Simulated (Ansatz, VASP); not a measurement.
# AlW in VASP and in Ansatz

```
Al W
1.0
     1.48397    0.85677    4.31411
    -1.48397    0.85677    4.31411
     0.00000   -1.71354    4.31411
Al W
1 1
Direct
  0.00000 0.00000 0.00000
  0.50000 0.50000 0.50000
```

Alike in both runs: task single point; functional PBE; k mesh 6 × 6 × 6; occupations gaussian, width 0.1 eV; no spin polarisation.

```csv
,VASP,Ansatz
version,VASP 6.6.1,Ansatz 0.2.0
potentials or method,"VASP PAW PBE potentials, release 64 (Al, W_sv), cutoff 520 eV","scalar-relativistic, plane waves, PAW"
valence electrons in the cell,17,17
```

Ansatz gave:

- gap on the k mesh at the Fermi level (eV): none
- pressure (GPa): -7.2
- traceless stress, the component that is largest in VASP (GPa): 15.88

Question: Estimate VASP's values.

Answer: gap on the k mesh at the Fermi level (eV): none; pressure (GPa): -7.1; traceless stress, the component that is largest in VASP (GPa): 15.82.

A gap of «none» marks a metal or a gap that the smearing closes.

The k mesh is coarse, so the values compare programs but aren't converged. Spin-orbit coupling is off throughout.
